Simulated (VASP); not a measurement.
Input of a VASP 6.6.1 run:

The input INCAR:

```
  PREC = Accurate
  ENCUT = 520
  EDIFF = 1E-6
  ISMEAR = -5
  SIGMA = 0.1
  LREAL = F
  LASPH = T
  NELM = 60
  ALGO = Normal
  ISIF = 2
  LWAVE = F
  LCHARG = T
  GGA = PE
  LELF = T
  LVHAR = T
  NBANDS = 65
```

Contents of KPOINTS:

```
regular mesh
0
Gamma
  3 3 3
```

Contents of POSCAR:

```
Rb2Tl6Sn
1.0
    0.0000000000      5.2254420000      5.2254420000
    5.2254420000      0.0000000000      5.2254420000
    5.2254420000      5.2254420000      0.0000000000
Tl Sn Rb
6 1 2
Direct
    0.7453500000      0.2546500000      0.2546500000
    0.2546500000      0.7453500000      0.2546500000
    0.2546500000      0.7453500000      0.7453500000
    0.7453500000      0.2546500000      0.7453500000
    0.2546500000      0.2546500000      0.7453500000
    0.7453500000      0.7453500000      0.2546500000
    0.5000000000      0.5000000000      0.5000000000
    0.2500000000      0.2500000000      0.2500000000
    0.7500000000      0.7500000000      0.7500000000
```

Potentials or basis: VASP PAW PBE potentials, release 64 (Tl_d, Sn_d, Rb_sv).

Launch:

```sh
$ cat potpaw_PBE.64/Tl_d/POTCAR potpaw_PBE.64/Sn_d/POTCAR potpaw_PBE.64/Rb_sv/POTCAR > POTCAR
$ mpirun -np 1 vasp_std > vasp.out
```

Q: Estimate the largest force.

A: 3.904 eV/Å.

Q: Predict the band gap on the k mesh.

A: Zero (band 55 reaches 5.05 eV, above the bottom of band 56 at 3.94 eV).

Q: Estimate the pressure.

A: 11.9 GPa.

Forces on the atoms (eV/Å):
```
Tl  -3.904  0.000  0.000
Tl   0.000 -3.904  0.000
Tl   3.904  0.000  0.000
Tl   0.000  3.904  0.000
Tl   0.000  0.000 -3.904
Tl   0.000  0.000  3.904
Sn   0.000  0.000  0.000
Rb   0.000  0.000  0.000
Rb   0.000  0.000  0.000
```

Caveat: spin-orbit coupling is left out, which moves the levels of the heavy elements; forces of over 1 eV/Å act on the atoms, so gaps and moduli don't describe the material at rest; tetrahedron occupations give inexact forces and stress in metals.
